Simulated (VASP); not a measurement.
## TaN: single point with RPBE

The system is TaN.

```
Ta N
1.0
     0.00000    2.21132    2.21132
     2.21132    0.00000    2.21132
     2.21132    2.21132    0.00000
Ta N
1 1
Direct
  0.50000 0.50000 0.50000
  0.00000 0.00000 0.00000
```

* Program: VASP 6.6.1
* Task: single point
* Functional: RPBE
* Potentials or basis: VASP PAW PBE potentials, release 64 (Ta_pv, N)
* Cutoff: 520 eV
* k mesh: 10 × 10 × 10
* Occupations: gaussian, width 0.02 eV
* Spin: no spin polarisation

| Quantity | Value |
| --- | --- |
| Pressure | 4.0 GPa |
| Band gap on the k mesh | zero (band 8 reaches 11.31 eV, above the bottom of band 9 at 7.41 eV) |

Levels at points of the mesh, in eV from the Fermi level:
| k point | band 6 | band 7 | band 8 | band 9 | band 10 | band 11 |
| --- | --- | --- | --- | --- | --- | --- |
| (0.00, 0.00, 0.00) | -3.83 | -3.83 | -2.12 | -2.12 | -2.12 | 0.01 |
| (0.50, 0.00, 0.00) | -7.51 | -7.51 | 1.79 | 1.79 | 1.89 | 3.68 |
| (0.50, 0.50, 0.00) | -5.41 | -4.66 | -4.66 | 2.01 | 3.38 | 3.38 |

Wall time 5.8 s on 1 thread of Intel Xeon 6975P-C (shared host), peak memory 0.15 GiB.

Caveat: the PAW data sets were made with another functional, which shifts forces and pressure a little; spin-orbit coupling is left out, which moves the levels of the heavy elements.
